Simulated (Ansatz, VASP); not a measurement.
Cu4Ni: VASP beside Ansatz

```
Cu Ni
1.0
     2.53877    0.00000    0.00000
    -1.26938    2.19864    0.00000
     0.00000    0.00000   20.96984
Cu Ni
8 2
Direct
  0.33333 0.66667 0.05060
  0.33333 0.66667 0.44940
  0.33333 0.66667 0.65160
  0.33333 0.66667 0.84840
  0.66667 0.33333 0.15160
  0.66667 0.33333 0.34840
  0.66667 0.33333 0.55060
  0.66667 0.33333 0.94940
  0.33333 0.66667 0.25000
  0.66667 0.33333 0.75000
```

Alike in both runs: functional PBE; k mesh 18 × 18 × 2; occupations gaussian, width 0.1 eV; no spin polarisation.

Ansatz relaxed the structure, and its values are those at the end. VASP's run is a single point on that final structure, the one shown.

```csv
,VASP,Ansatz
version,VASP 6.6.1,Ansatz 0.2.0
potentials or method,"VASP PAW PBE potentials, release 64 (Cu, Ni), cutoff 520 eV","scalar-relativistic, plane waves, PAW"
valence electrons in the cell,108,188
```

Ansatz gave:

```
gap on the k mesh at the Fermi level (eV) : none
pressure (GPa)                            : 0.0
rms of the force components (eV/Å)        : 0.000
```

**Question.** What did VASP give for the same quantities?

**Answer.** gap on the k mesh at the Fermi level (eV): none; pressure (GPa): 0.5; rms of the force components (eV/Å): 0.004.

A gap of «none» marks a metal or a gap that the smearing closes. VASP's potentials hold 108 valence electrons a cell and Ansatz's 188, so a difference there can come from the potentials and not from the codes.
